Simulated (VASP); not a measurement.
BeTe:

```
CELL_PARAMETERS angstrom
0.00000 2.82862 2.82862
2.82862 0.00000 2.82862
2.82862 2.82862 0.00000
ATOMIC_POSITIONS crystal
Be 0.00000 0.00000 0.00000
Te 0.75000 0.75000 0.75000
```

Base run:

- Program: VASP 6.6.1
- Functional: PBE
- Potentials or basis: VASP PAW PBE potentials, release 64 (Be, Te)
- Cutoff: 520 eV
- k mesh: 6 × 6 × 6
- Occupations: gaussian, width 0.01 eV
- Spin: no spin polarisation

Its results: band gap on the k mesh 2.01 eV, indirect (least direct gap 3.62 eV); pressure 0.4 GPa.

Question: The run is repeated on the same cell with these changes: functional from PBE to r2SCAN. What comes out?

Answer: Band gap on the k mesh 2.37 eV, indirect (least direct gap 4.03 eV); pressure 0.2 GPa.

r2SCAN gives the wider gap, since meta-GGAs in the generalised Kohn-Sham scheme recover part of the derivative discontinuity.

Caveats: spin-orbit coupling is left out, which moves the levels of the heavy elements; the PAW data sets were made with another functional, which shifts forces and pressure a little (some runs).

A k mesh can miss the band edges.
